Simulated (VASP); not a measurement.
# Ag (P6_3/mmc) in VASP: notebook

Runs on Ag. Level: PBE. Tasks: single point.

Everything below comes from runs of VASP 6.6.1. Logs are shortened: lines on timing, memory, paths and dates and some standing lists are left out, and cuts for length are marked.

## Step 1: The cell of the first run

The structure is hexagonal, space group P6_3/mmc (No. 194). Conventional cell: a = 2.911 Å, b = 2.911 Å, c = 4.777 Å, α = 90.00°, β = 90.00°, γ = 120.00°. Within 3.8 Å of Ag (site symmetry -6m2) lie 12 Ag at 2.91 to 2.92 Å.

This isn't the form of Ag at room conditions, which is fcc.

## Step 2: Single point, PBE (17.53 Å³/atom)

File INCAR:

```
SYSTEM = Ag
PREC = Accurate
ENCUT = 520
EDIFF = 1E-7
ISMEAR = -1
SIGMA = 0.15
LREAL = .FALSE.
LASPH = .TRUE.
NELM = 100
ALGO = Fast
ISIF = 2
LWAVE = .FALSE.
LCHARG = .FALSE.
GGA = PE
NBANDS = 18
```

File KPOINTS:

```
Automatic mesh
0
G
  18 18 10
  0 0 0
```

File POSCAR:

```
Ag
1.0
    2.9111627417      0.0000000000      0.0000000000
   -1.4555813709      2.5211408889      0.0000000000
    0.0000000000      0.0000000000      4.7765076504
Ag
2
Direct
    0.3333333333      0.6666666667      0.2500000000
    0.6666666667      0.3333333333      0.7500000000
```

Potentials or basis: VASP PAW PBE potentials, release 64 (Ag).

Started as:

```sh
$ cat potpaw_PBE.64/Ag/POTCAR > POTCAR
$ mpirun -np 1 vasp_std > vasp.out
```

OUTCAR:

```text
SYSTEM = Ag
   PREC = Accurate
   ENCUT = 520
   EDIFF = 1E-7
   ISMEAR = -1
   LREAL = .FALSE.
   LASPH = .TRUE.
   NELM = 100
   ISIF = 2
   GGA = PE

 ion  position               nearest neighbor table
   1  0.333  0.667  0.250-   2 2.92   2 2.92   2 2.92   2 2.92   2 2.92   2 2.92
   2  0.667  0.333  0.750-   1 2.92   1 2.92   1 2.92   1 2.92   1 2.92   1 2.92

  LATTYP: Found a hexagonal cell.
 ALAT       =     2.9111627417
 C/A-ratio  =     1.6407559708

  Lattice vectors:

 A1 = (   2.9111627417,   0.0000000000,   0.0000000000)
 A2 = (  -1.4555813709,   2.5211408889,   0.0000000000)
 A3 = (   0.0000000000,   0.0000000000,   4.7765076504)

Analysis of symmetry for initial positions (statically):
=====================================================================
 Subroutine PRICEL returns:
 Original cell was already a primitive cell.

 Routine SETGRP: Setting up the symmetry group for a
 hexagonal supercell.

 Subroutine GETGRP returns: Found 24 space group operations
 (whereof 12 operations were pure point group operations)
 out of a pool of 24 trial point group operations.

The static configuration has the point symmetry D_3d.
 The point group associated with its full space group is D_6h.

Analysis of symmetry for dynamics (positions and initial velocities):
=====================================================================
 Subroutine PRICEL returns:
 Original cell was already a primitive cell.

 Routine SETGRP: Setting up the symmetry group for a
 hexagonal supercell.

 Subroutine GETGRP returns: Found 24 space group operations
 (whereof 12 operations were pure point group operations)
 out of a pool of 24 trial point group operations.

The dynamic configuration has the point symmetry D_3d.
 The point group associated with its full space group is D_6h.

 Subroutine INISYM returns: Found 24 space group operations
 (whereof 12 operations are pure point group operations),
 and found     1 'primitive' translations

----------------------------------------------------------------------------------------

                                     Primitive cell

  volume of cell :      35.0569

  direct lattice vectors                    reciprocal lattice vectors
     2.911162742  0.000000000  0.000000000     0.343505358  0.198322911  0.000000000
    -1.455581371  2.521140889  0.000000000     0.000000000  0.396645822  0.000000000
     0.000000000  0.000000000  4.776507650     0.000000000  0.000000000  0.209357981

  length of vectors
     2.911162742  2.911162742  4.776507650     0.396645822  0.396645822  0.209357981

  position of ions in fractional coordinates (direct lattice)
     0.333333333  0.666666667  0.250000000
     0.666666667  0.333333333  0.750000000

  ion indices of the primitive-cell ions
   primitive index   ion index
                 1           1
                 2           2

----------------------------------------------------------------------------------------

 KPOINTS: Automatic mesh

Automatic generation of k-mesh.
 Grid dimensions read from file:
 generate k-points for:   18   18   10

 Generating k-lattice:

  Cartesian coordinates                     Fractional coordinates (reciprocal lattice)
     0.019083631  0.011017939  0.000000000     0.055555556  0.000000000  0.000000000
     0.000000000  0.022035879  0.000000000     0.000000000  0.055555556  0.000000000
     0.000000000  0.000000000  0.020935798     0.000000000  0.000000000  0.100000000

  Length of vectors
     0.022035879  0.022035879  0.020935798

  Shift w.r.t. Gamma in fractional coordinates (k-lattice)
     0.000000000  0.000000000  0.000000000

 Subroutine IBZKPT returns following result:
 ===========================================

 Found    222 irreducible k-points:

 Following reciprocal coordinates:
            Coordinates               Weight
  0.000000  0.000000  0.000000      1.000000
  0.055556  0.000000  0.000000      6.000000
  0.111111  0.000000  0.000000      6.000000
  0.166667  0.000000  0.000000      6.000000
  0.222222  0.000000  0.000000      6.000000
  0.277778  0.000000  0.000000      6.000000
[... 16 lines left out ...]
  0.333333  0.111111  0.000000     12.000000
  0.388889  0.111111  0.000000     12.000000
 [... further k-points ...]
   k-points           NKPTS =    222   k-points in BZ     NKDIM =    222   number of bands    NBANDS=     18
   number of dos      NEDOS =    301   number of ions     NIONS =      2
   total plane-waves  NPLWV =  20736
   dimension x,y,z NGX =    24 NGY =   24 NGZ =   36
   dimension x,y,z NGXF=    48 NGYF=   48 NGZF=   72
   ions per type =               2
   NGX,Y,Z   is equivalent  to a cutoff of  13.71, 13.71, 12.53 a.u.
   NGXF,Y,Z  is equivalent  to a cutoff of  27.41, 27.41, 25.06 a.u.
 SYSTEM =  Ag
   PREC   = accura    normal or accurate (medium, high low for compatibility)
   ISTART =      0    job   : 0-new  1-cont  2-samecut
   ICHARG =      2    charge: 1-file 2-atom 10-const
   ISPIN  =      1    spin polarized calculation?
   LNONCOLLINEAR =      F non collinear calculations
   LSORBIT =      F    spin-orbit coupling
   LASPH  =      T    aspherical Exc in radial PAW
   ENCUT  =  520.0 eV  38.22 Ry    6.18 a.u.   5.41  5.41  8.88*2*pi/ulx,y,z
   NELM   =    100;   NELMIN=  2; NELMDL= -5     # of ELM steps
   EDIFF  = 0.1E-06   stopping-criterion for ELM
   LREAL  =      F    real-space projection
   EDIFFG = 0.1E-05   stopping-criterion for IOM
   NSW    =      0    number of steps for IOM
   IBRION =     -1    ionic relax: 0-MD 1-quasi-New 2-CG
   NFREE  =      0    steps in history (QN), initial steepest desc. (CG)
   ISIF   =      2    stress and relaxation
   ISYM   =      2    0-nonsym 1-usesym 2-fastsym
   POTIM  = 0.5000    time-step for ionic-motion
   TEBEG  =    0.0;   TEEND  =   0.0 temperature during run
   PSTRESS=    0.0 pullay stress
   NELECT =      22.0000    total number of electrons
   NUPDOWN=      -1.0000    fix difference up-down
   EMIN   =  10.00;   EMAX   =-10.00  energy-range for DOS
   EFERMI =   0.00;   METHOD = LEGACY
   ISMEAR =    -1;   SIGMA  =   0.15  broadening in eV -4-tet -1-fermi 0-gaus
   EFERMI_NEDOS =   21; number of points for ismear=-14 and -15
   IALGO  =     68    algorithm
   IMIX   =      4    mixing-type and parameters
     AMIX     =   0.40;   BMIX     =  1.00
     AMIX_MAG =   1.60;   BMIX_MAG =  1.00
  volume/ion in A,a.u.               =      17.53       118.29
  Fermi-wavevector in a.u.,A,eV,Ry     =   1.401601  2.648642 26.728442  1.964485
  Thomas-Fermi vector in A             =   2.524446
   LORBIT       =      0    0 simple, 1 ext, 2 COOP (PROOUT), +10 PAW based schemes
   GGA     = PE    functional components
   LHFCALC =     F    Hartree Fock is set to
   AEXX    =    0.0000 exact exchange contribution
   IVDW    =     0    specifies the selected vdW correction
   LEPSILON=     F    determine dielectric tensor
   LRPA    =     F    only Hartree local field effects (RPA)
 non-spin polarized calculation
 RMM-DIIS sequential band-by-band and
  energy-cutoff  :      520.00
  volume of cell :       35.06
 maximum number of plane-waves:       972
 NGX is ok and might be reduce to    24
   NGX = 11   NGY = 11   NGZ = 17

 number of electron      22.0000005 magnetization

 Free energy of the ion-electron system (eV)
  ---------------------------------------------------
  ext. energy  EPLUGINS =         0.00000000
  ---------------------------------------------------
  free energy    TOTEN  =        -5.44460386 eV

  energy without entropy =       -5.40292216  energy(sigma->0) =       -5.42376301

 E-fermi :   8.0662     XC(G=0): -12.0445

 val. band max:        8.0487387135   @ k =   0.3889   0.1111   0.3000
 cond. band min:       8.0677322120   @ k =   0.1667   0.0556   0.2000
 fundamental gap:      0.0189934986
 Fermi energy:         8.0662149230

 k-point     1 :       0.0000    0.0000    0.0000
  band No.  band energies     occupation
      1       0.4849      2.00000
      2       1.8187      2.00000
      3       3.3195      2.00000
      4       3.4273      2.00000
      5       3.4273      2.00000
      6       3.6500      2.00000
[... 10 lines left out ...]
     17      26.0811      0.00000
     18      26.0811      0.00000

 k-point     2 :       0.0556    0.0000    0.0000
  band No.  band energies     occupation
      1       0.5693      2.00000
      2       1.8680      2.00000
      3       3.2681      2.00000
      4       3.4712      2.00000
      5       3.4754      2.00000
      6       3.6326      2.00000
[... 10 lines left out ...]
     17      25.5268      0.00000
     18      26.4034      0.00000

 k-point     3 :       0.1111    0.0000    0.0000
  band No.  band energies     occupation
      1       0.8155      2.00000
      2       2.0023      2.00000
      3       3.1713      2.00000
      4       3.5387      2.00000
      5       3.5998      2.00000
      6       3.6279      2.00000
[... 10 lines left out ...]
     17      25.7499      0.00000
     18      26.8433      0.00000

 k-point     4 :       0.1667    0.0000    0.0000
  band No.  band energies     occupation
      1       1.1962      2.00000
      2       2.1719      2.00000
      3       3.0833      2.00000
      4       3.4940      2.00000
      5       3.5613      2.00000
      6       3.7849      2.00000
[... 10 lines left out ...]
     17      25.5110      0.00000
     18      25.9834      0.00000

 k-point     5 :       0.2222    0.0000    0.0000
  band No.  band energies     occupation
      1       1.6416      2.00000
      2       2.2748      2.00000
      3       3.0987      2.00000
      4       3.2167      2.00000
      5       3.4631      2.00000
      6       3.6975      2.00000
[... 10 lines left out ...]
     17      24.1604      0.00000
     18      25.7724      0.00000

 k-point     6 :       0.2778    0.0000    0.0000
  band No.  band energies     occupation
      1       1.9983      2.00000
      2       2.2493      2.00000
      3       2.8817      2.00000
      4       3.3093      2.00000
      5       3.5085      2.00000
      6       3.5880      2.00000
[... 10 lines left out ...]
     17      23.1220      0.00000
     18      24.8779      0.00000

 k-point     7 :       0.3333    0.0000    0.0000
  band No.  band energies     occupation
      1       2.0711      2.00000
      2       2.2336      2.00000
      3       2.6014      2.00000
      4       3.4916      2.00000
      5       3.6025      2.00000
      6       3.6821      2.00000
[... 10 lines left out ...]
     17      21.2571      0.00000
     18      24.6635      0.00000

 k-point     8 :       0.3889   -0.0000    0.0000
  band No.  band energies     occupation
      1       1.9809      2.00000
      2       2.2398      2.00000
      3       2.3939      2.00000
      4       3.4167      2.00000
      5       3.7156      2.00000
      6       3.7276      2.00000
[... 10 lines left out ...]
     17      19.8659      0.00000
     18      24.1899      0.00000
[... 229 lines left out ...]
     17      25.7732      0.00000
     18      25.8483      0.00000

 k-point    20 :       0.1667    0.1111    0.0000
  band No.  band energies     occupation
      1       1.8530      2.00000
      2       2.4114      2.00000
      3       2.9143      2.00000
      4       3.1463      2.00000
      5       3.4877      2.00000
      6       3.5402      2.00000
[... 10 lines left out ...]
     17      25.1047      0.00000
     18      25.1111      0.00000

 k-point    21 :       0.2222    0.1111    0.0000
  band No.  band energies     occupation
      1       2.2149      2.00000
      2       2.3927      2.00000
      3       2.8427      2.00000
      4       3.0510      2.00000
      5       3.4468      2.00000
      6       3.5332      2.00000
[... 10 lines left out ...]
     17      23.3312      0.00000
     18      24.3500      0.00000

 k-point    22 :       0.2778    0.1111    0.0000
  band No.  band energies     occupation
      1       2.2627      2.00000
      2       2.3824      2.00000
      3       2.5883      2.00000
      4       3.3792      2.00000
      5       3.3794      2.00000
      6       3.6428      2.00000
[... 10 lines left out ...]
     17      21.4423      0.00000
     18      23.7373      0.00000

 k-point    23 :       0.3333    0.1111    0.0000
  band No.  band energies     occupation
      1       2.1516      2.00000
      2       2.3955      2.00000
      3       2.3993      2.00000
      4       3.3395      2.00000
      5       3.6988      2.00000
      6       3.7235      2.00000
[... 10 lines left out ...]
     17      20.0202      0.00000
     18      23.2965      0.00000

 k-point    24 :       0.3889    0.1111    0.0000
  band No.  band energies     occupation
      1       2.0741      2.00000
      2       2.2836      2.00000
      3       2.3772      2.00000
      4       3.3234      2.00000
      5       3.6459      2.00000
      6       3.8303      2.00000
[... 10 lines left out ...]
     17      18.9031      0.00000
     18      23.0312      0.00000

 [... further k-points ...]
[... 5 lines left out ...]
  --------------------------------------------------------------------------------------
  -------------------------------------------------------------------------------------
  Total        0.4126556      0.4126556      0.4112258     -0.0000000      0.0000000      0.0000000
  in kB       18.8592442     18.8592442     18.7938968     -0.0000000      0.0000000      0.0000000
  external PRESSURE =      18.8374617 kB  Pullay stress =       0.0000000 kB

 VOLUME and BASIS-vectors are now :
 -----------------------------------------------------------------------------
  energy-cutoff  :      520.00
  volume of cell :       35.06
      direct lattice vectors                 reciprocal lattice vectors
     2.911162742  0.000000000  0.000000000     0.343505358  0.198322911  0.000000000
    -1.455581371  2.521140889  0.000000000     0.000000000  0.396645822  0.000000000
     0.000000000  0.000000000  4.776507650     0.000000000  0.000000000  0.209357981

 POSITION                                       TOTAL-FORCE (eV/Angst)
 -----------------------------------------------------------------------------------
     -0.00000      1.68076      1.19413         0.000000      0.000000      0.000000
      1.45558      0.84038      3.58238        -0.000000      0.000000      0.000000
 -----------------------------------------------------------------------------------
    total drift:                               -0.000000      0.000000     -0.000000

  FREE ENERGIE OF THE ION-ELECTRON SYSTEM (eV)
  ---------------------------------------------------
  free  energy   TOTEN  =        -5.4446038579 eV

  energy  without entropy=       -5.4029221593  energy(sigma->0) =       -5.42376301
```

It took 36 s on 1 thread of Intel Xeon 6975P-C (Granite Rapids), shared host; peak memory 0.24 GiB.

What came out:

```
Free energy            : -5.4446 eV
Pressure               : 1.9 GPa
Band gap on the k mesh : zero (bands 11 and 12 overlap by 7.44 eV)
```

## Step 3: Single point, PBE

This run uses another cell than the first one, of 17.89 Å³/atom.

File INCAR:

```
ALGO     = Fast           # electronic algorithm
EDIFF    = 1E-6           # SCF threshold, eV
ENCUT    = 520            # plane-wave cutoff, eV
GGA      = PE             # functional
ISIF     = 2              # what is computed and relaxed
ISMEAR   = 0              # smearing method
LASPH    = T              # aspherical terms in the spheres
LCHARG   = F              # write CHGCAR
LREAL    = F              # projectors in reciprocal space
LWAVE    = F              # write WAVECAR
NBANDS   = 18             # bands
NELM     = 60             # most SCF steps
PREC     = Accurate       # precision mode
SIGMA    = 0.1            # smearing width, eV
```

File KPOINTS:

```
k-points
0
Gamma
  18 18 10
```

File POSCAR:

```
Ag
1.0
    2.9341770162      0.0000000000      0.0000000000
   -1.4670885081      2.5410718352      0.0000000000
    0.0000000000      0.0000000000      4.7990779220
Ag
2
Direct
    0.3333333333      0.6666666667      0.2500000000
    0.6666666667      0.3333333333      0.7500000000
```

Potentials or basis: VASP PAW PBE potentials, release 64 (Ag).

Started as:

```sh
$ cat potpaw_PBE.64/Ag/POTCAR > POTCAR
$ mpirun -np 1 vasp_std > vasp.out
```

Run time: 35 s. Hardware: 1 thread of Intel Xeon 6975P-C (Granite Rapids), shared host; peak memory 0.24 GiB.

It converged, with:

```yaml
Free_energy: -5.4274 eV
Pressure: 0.0 GPa
Band_gap_on_the_k_mesh: zero (bands 11 and 12 overlap by 7.35 eV)
```

Levels at points of the mesh, in eV from the Fermi level:
```tsv
k point	band 7	band 8	band 9	band 10	band 11	band 12	band 13	band 14	band 15	band 16
(0.00, 0.00, 0.00)	-4.32	-4.00	-4.00	-3.07	-3.07	-0.27	3.33	15.54	17.37	17.67
(0.50, 0.00, 0.00)	-3.69	-2.95	-2.90	-2.82	0.14	1.46	6.68	6.95	8.98	10.10
(0.00, 0.00, 0.50)	-4.36	-4.36	-3.36	-3.36	-3.36	-3.36	10.77	10.77	15.88	15.88
(0.50, 0.00, 0.50)	-3.11	-3.11	-2.87	-2.87	0.83	0.83	4.34	4.34	13.26	13.26
```

(Continued in part 2 of 2.)

The gap in the log of VASP goes by the Fermi energy; the results here count the filled bands.